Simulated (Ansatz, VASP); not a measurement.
**One calculation of ZrB2, two programs**

File INCAR:

```
SYSTEM = ZrB2
PREC = Accurate ; ENCUT = 520
EDIFF = 1E-7 ; ISMEAR = 0
SIGMA = 0.15 ; LREAL = .False.
LASPH = .True. ; NELM = 80
ALGO = Normal ; ISIF = 2
LWAVE = .False. ; LCHARG = .False.
GGA = PS ; NBANDS = 16
```

File KPOINTS:

```
regular mesh
0
Gamma
  18 18 12
  0 0 0
```

File POSCAR:

```
ZrB2
1.0
    3.0082690174      0.0000000000      0.0000000000
   -1.5041345087      2.6052373905      0.0000000000
    0.0000000000      0.0000000000      4.0112259078
Zr B
1 2
Direct
    0.0000000000      0.0000000000      0.0000000000
    0.3333333333      0.6666666667      0.5000000000
    0.6666666667      0.3333333333      0.5000000000
```

Input for Ansatz:

```yaml
crystal:
  lattice:
    - [3.0082690174, 0.0, 0.0]
    - [-1.5041345087, 2.6052373905, 0.0]
    - [0.0, 0.0, 4.0112259078]
  atoms:
    - { symbol: Zr, position: [0.0, 0.0, 0.0] }
    - { symbol: B, position: [0.3333333333, 0.6666666667, 0.5] }
    - { symbol: B, position: [0.6666666667, 0.3333333333, 0.5] }
basis:
  ecutwfc: 520.0
kpoints:
  mp_grid: { grid: [18, 18, 12] }
hamiltonian:
  xc: pbesol
scf:
  occupations: { method: gaussian, width: 0.15 }
output:
  forces: true
  stress: true
  eigenvalues: true
```

Alike in both runs: task single point; functional PBEsol; k mesh 18 × 18 × 12; occupations gaussian, width 0.15 eV; no spin polarisation.

|  | VASP | Ansatz |
| --- | --- | --- |
| version | VASP 6.6.1 | Ansatz 0.2.0 |
| potentials or method | VASP PAW PBE potentials, release 64 (Zr_sv, B), cutoff 520 eV | scalar-relativistic, plane waves, PAW |
| valence electrons in the cell | 18 | 18 |

|  | VASP | Ansatz | Ansatz less VASP |
| --- | --- | --- | --- |
| gap on the k mesh at the Fermi level (eV) | none | none | - |
| pressure (GPa) | -2.7 | -3.0 | -0.30 |
| traceless stress, the component that is largest in VASP (GPa) | -36.77 | -36.69 | +0.080 |

VASP's potentials were made for PBE, not for PBEsol. A gap of «none» marks a metal or a gap that the smearing closes.
